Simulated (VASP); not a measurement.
# RbBr (P4/mmm) in VASP: further runs

Runs on RbBr. Level: PBE. Tasks: single point.

All numbers are computed with VASP 6.6.1; they aren't measurements. Logs are shortened: lines on timing, memory, paths and dates and some standing lists are left out, and cuts for length are marked.

### Step 1. The cell of the first run

The structure is tetragonal, space group P4/mmm (No. 123). Conventional cell: a = 4.126 Å, b = 4.126 Å, c = 3.796 Å, α = 90.00°, β = 90.00°, γ = 90.00°. Within 4.6 Å of Rb (site symmetry 4/mmm) lie 8 Br at 3.48 Å and 6 Rb at 3.80 to 4.13 Å. Br (site symmetry 4/mmm) has 8 Rb at 3.48 Å and 6 Br at 3.80 to 4.13 Å within 4.6 Å.

### Step 2. Single point, PBE (strain +0.000 along x and y, -0.080 along z)

The input, INCAR:

```
ALGO = Normal
EDIFF = 1E-6
ENCUT = 520
GGA = PE
ISIF = 2
ISMEAR = 0
LASPH = True
LCHARG = True
LELF = True
LREAL = False
LVHAR = True
LWAVE = False
NBANDS = 15
NELM = 60
PREC = Accurate
SIGMA = 0.05
```

The input, KPOINTS:

```
k-points
0
Gamma
  6 6 6
```

The input, POSCAR:

```
RbBr
1.0
    4.1260773000      0.0000000000      0.0000000000
    0.0000000000      4.1260773000      0.0000000000
    0.0000000000      0.0000000000      3.7959911160
Rb Br
1 1
Direct
    0.0000000000      0.0000000000      0.0000000000
    0.5000000000      0.5000000000      0.5000000000
```

Potentials or basis: VASP PAW PBE potentials, release 64 (Rb_sv, Br).

Run with:

```bash
$ cat potpaw_PBE.64/Rb_sv/POTCAR potpaw_PBE.64/Br/POTCAR > POTCAR
$ mpirun -np 1 vasp_std > vasp.out
```

OUTCAR:

```text
EDIFF = 1E-6
   ENCUT = 520
   GGA = PE
   ISIF = 2
   ISMEAR = 0
   LASPH = True
   LREAL = False
   NELM = 60
   PREC = Accurate

 ion  position               nearest neighbor table
   1  0.000  0.000  0.000-   2 3.48   2 3.48   2 3.48   2 3.48   2 3.48   2 3.48   2 3.48   2 3.48

   2  0.500  0.500  0.500-   1 3.48   1 3.48   1 3.48   1 3.48   1 3.48   1 3.48   1 3.48   1 3.48

  LATTYP: Found a simple tetragonal cell.
 ALAT       =     4.1260773000
 C/A-ratio  =     0.9200000000

  Lattice vectors:

 A1 = (   4.1260773000,   0.0000000000,   0.0000000000)
 A2 = (   0.0000000000,   4.1260773000,   0.0000000000)
 A3 = (   0.0000000000,   0.0000000000,   3.7959911160)

Analysis of symmetry for initial positions (statically):
=====================================================================
 Subroutine PRICEL returns:
 Original cell was already a primitive cell.

 Routine SETGRP: Setting up the symmetry group for a
 simple tetragonal supercell.

 Subroutine GETGRP returns: Found 16 space group operations
 (whereof 16 operations were pure point group operations)
 out of a pool of 16 trial point group operations.

The static configuration has the point symmetry D_4h.

Analysis of symmetry for dynamics (positions and initial velocities):
=====================================================================
 Subroutine PRICEL returns:
 Original cell was already a primitive cell.

 Routine SETGRP: Setting up the symmetry group for a
 simple tetragonal supercell.

 Subroutine GETGRP returns: Found 16 space group operations
 (whereof 16 operations were pure point group operations)
 out of a pool of 16 trial point group operations.

The dynamic configuration has the point symmetry D_4h.

 Subroutine INISYM returns: Found 16 space group operations
 (whereof 16 operations are pure point group operations),
 and found     1 'primitive' translations

----------------------------------------------------------------------------------------

                                     Primitive cell

  volume of cell :      64.6249

  direct lattice vectors                    reciprocal lattice vectors
     4.126077300  0.000000000  0.000000000     0.242360947  0.000000000  0.000000000
     0.000000000  4.126077300  0.000000000     0.000000000  0.242360947  0.000000000
     0.000000000  0.000000000  3.795991116     0.000000000  0.000000000  0.263435811

  length of vectors
     4.126077300  4.126077300  3.795991116     0.242360947  0.242360947  0.263435811

  position of ions in fractional coordinates (direct lattice)
     0.000000000  0.000000000  0.000000000
     0.500000000  0.500000000  0.500000000

  ion indices of the primitive-cell ions
   primitive index   ion index
                 1           1
                 2           2

----------------------------------------------------------------------------------------

 KPOINTS: k-points

Automatic generation of k-mesh.
 Grid dimensions read from file:
 generate k-points for:    6    6    6

 Generating k-lattice:

  Cartesian coordinates                     Fractional coordinates (reciprocal lattice)
     0.040393491  0.000000000  0.000000000     0.166666667  0.000000000  0.000000000
     0.000000000  0.040393491  0.000000000     0.000000000  0.166666667  0.000000000
     0.000000000  0.000000000  0.043905969     0.000000000  0.000000000  0.166666667

  Length of vectors
     0.040393491  0.040393491  0.043905969

  Shift w.r.t. Gamma in fractional coordinates (k-lattice)
     0.000000000  0.000000000  0.000000000

 Subroutine IBZKPT returns following result:
 ===========================================

 Found     40 irreducible k-points:

 Following reciprocal coordinates:
            Coordinates               Weight
  0.000000  0.000000  0.000000      1.000000
  0.166667  0.000000  0.000000      4.000000
  0.333333  0.000000  0.000000      4.000000
  0.500000  0.000000  0.000000      2.000000
  0.166667  0.166667  0.000000      4.000000
  0.333333  0.166667  0.000000      8.000000
[... 16 lines left out ...]
  0.333333  0.000000  0.333333      8.000000
  0.500000  0.000000  0.333333      4.000000
 [... further k-points ...]
   k-points           NKPTS =     40   k-points in BZ     NKDIM =     40   number of bands    NBANDS=     15
   number of dos      NEDOS =    301   number of ions     NIONS =      2
   total plane-waves  NPLWV =  28672
   dimension x,y,z NGX =    32 NGY =   32 NGZ =   28
   dimension x,y,z NGXF=    64 NGYF=   64 NGZF=   56
   ions per type =               1   1
   NGX,Y,Z   is equivalent  to a cutoff of  12.89, 12.89, 12.26 a.u.
   NGXF,Y,Z  is equivalent  to a cutoff of  25.79, 25.79, 24.53 a.u.
 SYSTEM =  unknown system
   PREC   = accura    normal or accurate (medium, high low for compatibility)
   ISTART =      0    job   : 0-new  1-cont  2-samecut
   ICHARG =      2    charge: 1-file 2-atom 10-const
   ISPIN  =      1    spin polarized calculation?
   LNONCOLLINEAR =      F non collinear calculations
   LSORBIT =      F    spin-orbit coupling
   LASPH  =      T    aspherical Exc in radial PAW
   ENCUT  =  520.0 eV  38.22 Ry    6.18 a.u.   7.67  7.67  7.06*2*pi/ulx,y,z
   NELM   =     60;   NELMIN=  2; NELMDL= -5     # of ELM steps
   EDIFF  = 0.1E-05   stopping-criterion for ELM
   LREAL  =      F    real-space projection
   EDIFFG = 0.1E-04   stopping-criterion for IOM
   NSW    =      0    number of steps for IOM
   IBRION =     -1    ionic relax: 0-MD 1-quasi-New 2-CG
   NFREE  =      0    steps in history (QN), initial steepest desc. (CG)
   ISIF   =      2    stress and relaxation
   ISYM   =      2    0-nonsym 1-usesym 2-fastsym
   POTIM  = 0.5000    time-step for ionic-motion
   TEBEG  =    0.0;   TEEND  =   0.0 temperature during run
   PSTRESS=    0.0 pullay stress
   NELECT =      16.0000    total number of electrons
   NUPDOWN=      -1.0000    fix difference up-down
   EMIN   =  10.00;   EMAX   =-10.00  energy-range for DOS
   EFERMI =   0.00;   METHOD = LEGACY
   ISMEAR =     0;   SIGMA  =   0.05  broadening in eV -4-tet -1-fermi 0-gaus
   EFERMI_NEDOS =   21; number of points for ismear=-14 and -15
   IALGO  =     38    algorithm
   IMIX   =      4    mixing-type and parameters
     AMIX     =   0.40;   BMIX     =  1.00
     AMIX_MAG =   1.60;   BMIX_MAG =  1.00
  volume/ion in A,a.u.               =      32.31       218.06
  Fermi-wavevector in a.u.,A,eV,Ry     =   1.027973  1.942586 14.377652  1.056728
  Thomas-Fermi vector in A             =   2.161945
   LORBIT       =      0    0 simple, 1 ext, 2 COOP (PROOUT), +10 PAW based schemes
   GGA     = PE    functional components
   LHFCALC =     F    Hartree Fock is set to
   AEXX    =    0.0000 exact exchange contribution
   IVDW    =     0    specifies the selected vdW correction
   LEPSILON=     F    determine dielectric tensor
   LRPA    =     F    only Hartree local field effects (RPA)
 non-spin polarized calculation
 Gauss-broadening in eV      SIGMA  =   0.05
  energy-cutoff  :      520.00
  volume of cell :       64.62
 maximum number of plane-waves:      1768
 NGX is ok and might be reduce to    32
   NGX = 15   NGY = 15   NGZ = 15

 number of electron      16.0000002 magnetization

 Free energy of the ion-electron system (eV)
  ---------------------------------------------------
  ext. energy  EPLUGINS =         0.00000000
  ---------------------------------------------------
  free energy    TOTEN  =        -5.90549770 eV

  energy without entropy =       -5.90549770  energy(sigma->0) =       -5.90549770

 E-fermi :   0.3797     XC(G=0):  -8.2900

 val. band max:        0.0879394666   @ k =   0.5000   0.5000   0.0000
 cond. band min:       4.0856609293   @ k =   0.0000   0.0000   0.0000
 fundamental gap:      3.9977214627
 Fermi energy:         0.3797127134

 k-point     1 :       0.0000    0.0000    0.0000
  band No.  band energies     occupation
      1     -25.2711      2.00000
      2     -12.9934      2.00000
      3      -9.2651      2.00000
      4      -9.2651      2.00000
      5      -9.1492      2.00000
      6      -0.5256      2.00000
      7      -0.5256      2.00000
      8      -0.0351      2.00000
      9       4.0857      0.00000
     10       5.0547      0.00000
     11       5.4730      0.00000
     12       9.3867      0.00000
     13      10.2193      0.00000
     14      10.2193      0.00000
     15      12.1563      0.00000

 k-point     2 :       0.1667    0.0000    0.0000
  band No.  band energies     occupation
      1     -25.2655      2.00000
      2     -13.0028      2.00000
      3      -9.2810      2.00000
      4      -9.2501      2.00000
      5      -9.1382      2.00000
      6      -1.0438      2.00000
      7      -0.5717      2.00000
      8      -0.0558      2.00000
      9       4.7591      0.00000
     10       5.5646      0.00000
     11       5.8047      0.00000
     12       9.4053      0.00000
     13      10.1353      0.00000
     14      10.3664      0.00000
     15      11.1345      0.00000

 k-point     3 :       0.3333    0.0000    0.0000
  band No.  band energies     occupation
      1     -25.2544      2.00000
      2     -13.0239      2.00000
      3      -9.3031      2.00000
      4      -9.2198      2.00000
      5      -9.1160      2.00000
      6      -1.8323      2.00000
      7      -0.6650      2.00000
      8      -0.0987      2.00000
      9       5.8822      0.00000
     10       6.4388      0.00000
     11       7.0781      0.00000
     12       9.4932      0.00000
     13       9.6422      0.00000
     14      10.1223      0.00000
     15      10.7259      0.00000
[... 343 lines left out ...]
 k-point    23 :       0.3333    0.0000    0.3333
  band No.  band energies     occupation
      1     -25.2167      2.00000
      2     -12.8346      2.00000
      3      -9.5965      2.00000
      4      -9.3878      2.00000
      5      -9.1596      2.00000
      6      -1.4929      2.00000
      7      -1.1788      2.00000
      8      -0.4691      2.00000
      9       5.8785      0.00000
     10       6.3034      0.00000
     11       7.8918      0.00000
     12       8.7023      0.00000
     13       8.9097      0.00000
     14       9.4499      0.00000
     15      11.3170      0.00000

 k-point    24 :       0.5000    0.0000    0.3333
  band No.  band energies     occupation
      1     -25.2117      2.00000
      2     -12.7981      2.00000
      3      -9.6248      2.00000
      4      -9.4718      2.00000
      5      -9.1492      2.00000
      6      -1.4988      2.00000
      7      -1.2336      2.00000
      8      -0.4353      2.00000
      9       5.6782      0.00000
     10       6.1290      0.00000
     11       7.7859      0.00000
     12       8.1217      0.00000
     13       9.3775      0.00000
     14      10.8358      0.00000
     15      11.4089      0.00000

 [... further k-points ...]

------------------------ aborting loop because EDIFF is reached ----------------------------------------

  FORCE on cell =-STRESS in cart. coord.  units (eV):
  Direction    XX          YY          ZZ          XY          YZ          ZX
  --------------------------------------------------------------------------------------
  -------------------------------------------------------------------------------------
  Total        0.6915154      0.6915154      1.8446512      0.0000000      0.0000000      0.0000000
  in kB       17.1440143     17.1440143     45.7324996      0.0000000      0.0000000      0.0000000
  external PRESSURE =      26.6735094 kB  Pullay stress =       0.0000000 kB

 VOLUME and BASIS-vectors are now :
 -----------------------------------------------------------------------------
  energy-cutoff  :      520.00
  volume of cell :       64.62
      direct lattice vectors                 reciprocal lattice vectors
     4.126077300  0.000000000  0.000000000     0.242360947  0.000000000  0.000000000
     0.000000000  4.126077300  0.000000000     0.000000000  0.242360947  0.000000000
     0.000000000  0.000000000  3.795991116     0.000000000  0.000000000  0.263435811

 POSITION                                       TOTAL-FORCE (eV/Angst)
 -----------------------------------------------------------------------------------
      0.00000      0.00000      0.00000         0.000000      0.000000      0.000000
      2.06304      2.06304      1.89800         0.000000      0.000000      0.000000
 -----------------------------------------------------------------------------------
    total drift:                                0.000000      0.000000     -0.000000

  FREE ENERGIE OF THE ION-ELECTRON SYSTEM (eV)
  ---------------------------------------------------
  free  energy   TOTEN  =        -5.9054977046 eV

  energy  without entropy=       -5.9054977046  energy(sigma->0) =       -5.90549770
```

It took 24 s on 1 thread of Intel Xeon Platinum 8375C at 2.90GHz (Ice Lake), shared host; peak memory 0.19 GiB.

What came out:

```
Free energy            : -5.9055 eV
Pressure               : 2.7 GPa
Band gap on the k mesh : 4.00 eV, indirect (least direct gap 4.12 eV)
```

Stress tensor (GPa, compression positive):
```
1.71 0.00 0.00
0.00 1.71 0.00
0.00 0.00 4.57
```

Caveat: the cell differs from its parent crystal (strain +0.000 along x and y, -0.080 along z).

### Step 3. Single point, PBE (strain -0.040 along x and y, +0.040 along z)

The input, INCAR:

```
PREC     = Accurate       # precision mode
ENCUT    = 520            # plane-wave cutoff, eV
EDIFF    = 1E-6           # SCF threshold, eV
ISMEAR   = 0              # smearing method
SIGMA    = 0.05           # smearing width, eV
LREAL    = False          # projectors in reciprocal space
LASPH    = True           # aspherical terms in the spheres
NELM     = 80             # most SCF steps
ALGO     = Normal         # electronic algorithm
ISIF     = 2              # what is computed and relaxed
LWAVE    = False          # write WAVECAR
LCHARG   = False          # write CHGCAR
GGA      = PE             # functional
NBANDS   = 15             # bands
```

The input, KPOINTS:

```
Automatic mesh
0
Gamma
  6 6 6
```

The input, POSCAR:

```
RbBr
1.0
    3.9610342080      0.0000000000      0.0000000000
    0.0000000000      3.9610342080      0.0000000000
    0.0000000000      0.0000000000      4.2911203920
Rb Br
1 1
Direct
    0.0000000000      0.0000000000      0.0000000000
    0.5000000000      0.5000000000      0.5000000000
```

Potentials or basis: VASP PAW PBE potentials, release 64 (Rb_sv, Br).

Run with:

```bash
$ cat potpaw_PBE.64/Rb_sv/POTCAR potpaw_PBE.64/Br/POTCAR > POTCAR
$ mpirun -np 1 vasp_std > vasp.out
```

OUTCAR:

```text
PREC = Accurate
   ENCUT = 520
   EDIFF = 1E-6
   ISMEAR = 0
   LREAL = False
   LASPH = True
   NELM = 80
   ISIF = 2
   GGA = PE

 ion  position               nearest neighbor table
   1  0.000  0.000  0.000-   2 3.53   2 3.53   2 3.53   2 3.53   2 3.53   2 3.53   2 3.53   2 3.53

   2  0.500  0.500  0.500-   1 3.53   1 3.53   1 3.53   1 3.53   1 3.53   1 3.53   1 3.53   1 3.53

  LATTYP: Found a simple tetragonal cell.
 ALAT       =     3.9610342080
 C/A-ratio  =     1.0833333333

  Lattice vectors:

 A1 = (   3.9610342080,   0.0000000000,   0.0000000000)
 A2 = (   0.0000000000,   3.9610342080,   0.0000000000)
 A3 = (   0.0000000000,   0.0000000000,   4.2911203920)

Analysis of symmetry for initial positions (statically):
=====================================================================
 Subroutine PRICEL returns:
 Original cell was already a primitive cell.

 Routine SETGRP: Setting up the symmetry group for a
 simple tetragonal supercell.

 Subroutine GETGRP returns: Found 16 space group operations
 (whereof 16 operations were pure point group operations)
[... 178 lines left out ...]
      5      -9.4746      2.00000
      6      -0.8466      2.00000
      7      -0.4459      2.00000
      8      -0.4459      2.00000
      9       3.7056      0.00000
     10       5.0017      0.00000
     11       5.2188      0.00000
     12       9.3934      0.00000
     13       9.3934      0.00000
     14      10.0516      0.00000
[... 401 lines left out ...]
      2     -12.9766      2.00000
      3      -9.8792      2.00000
      4      -9.6811      2.00000
      5      -9.3975      2.00000
      6      -1.8073      2.00000
      7      -1.3403      2.00000
      8      -0.3421      2.00000
      9       5.2022      0.00000
     10       6.2334      0.00000
     11       8.0143      0.00000
     12       8.2700      0.00000
     13       8.9278      0.00000
     14       9.6504      0.00000
     15      11.3891      0.00000

 [... further k-points ...]

------------------------ aborting loop because EDIFF is reached ----------------------------------------

  FORCE on cell =-STRESS in cart. coord.  units (eV):
  Direction    XX          YY          ZZ          XY          YZ          ZX
  --------------------------------------------------------------------------------------
  -------------------------------------------------------------------------------------
  Total        1.0455163      1.0455163      0.0033793      0.0000000      0.0000000     -0.0000000
  in kB       24.8801790     24.8801790      0.0804166      0.0000000      0.0000000     -0.0000000
  external PRESSURE =      16.6135915 kB  Pullay stress =       0.0000000 kB

 VOLUME and BASIS-vectors are now :
 -----------------------------------------------------------------------------
  energy-cutoff  :      520.00
  volume of cell :       67.33
      direct lattice vectors                 reciprocal lattice vectors
     3.961034208  0.000000000  0.000000000     0.252459319  0.000000000  0.000000000
     0.000000000  3.961034208  0.000000000     0.000000000  0.252459319  0.000000000
     0.000000000  0.000000000  4.291120392     0.000000000  0.000000000  0.233039372

 POSITION                                       TOTAL-FORCE (eV/Angst)
 -----------------------------------------------------------------------------------
      0.00000      0.00000      0.00000         0.000000      0.000000      0.000000
      1.98052      1.98052      2.14556         0.000000      0.000000      0.000000
 -----------------------------------------------------------------------------------
    total drift:                                0.000000     -0.000000     -0.000000

  FREE ENERGIE OF THE ION-ELECTRON SYSTEM (eV)
  ---------------------------------------------------
  free  energy   TOTEN  =        -5.9453372725 eV

  energy  without entropy=       -5.9453372725  energy(sigma->0) =       -5.94533727
```

It took 12 s on 1 thread of AMD EPYC 9R45 (Zen 5), shared host; peak memory 0.16 GiB.

What came out:

```yaml
Free_energy: -5.9453 eV
Pressure: 1.7 GPa
Band_gap_on_the_k_mesh: 4.00 eV, indirect (least direct gap 4.15 eV)
```

Levels at points of the mesh, in eV from the valence-band top:
```
           k point  band 6  band 7  band 8  band 9  band 10  band 11
(0.00, 0.00, 0.00)   -0.55   -0.15   -0.15    4.00     5.30     5.51
(0.50, 0.00, 0.00)   -2.00   -0.67   -0.18    6.71     7.13     7.97
(0.50, 0.50, 0.00)   -1.26   -1.26   -0.35    5.31     5.68     7.34
(0.00, 0.00, 0.50)   -1.96   -0.27   -0.27    6.59     7.10     7.30
(0.50, 0.00, 0.50)   -1.34   -1.15    0.00    5.10     6.29     7.98
(0.50, 0.50, 0.50)   -1.62   -1.62   -1.50    8.00     8.34     8.34
```

Caveat: the cell differs from its parent crystal (strain -0.040 along x and y, +0.040 along z).
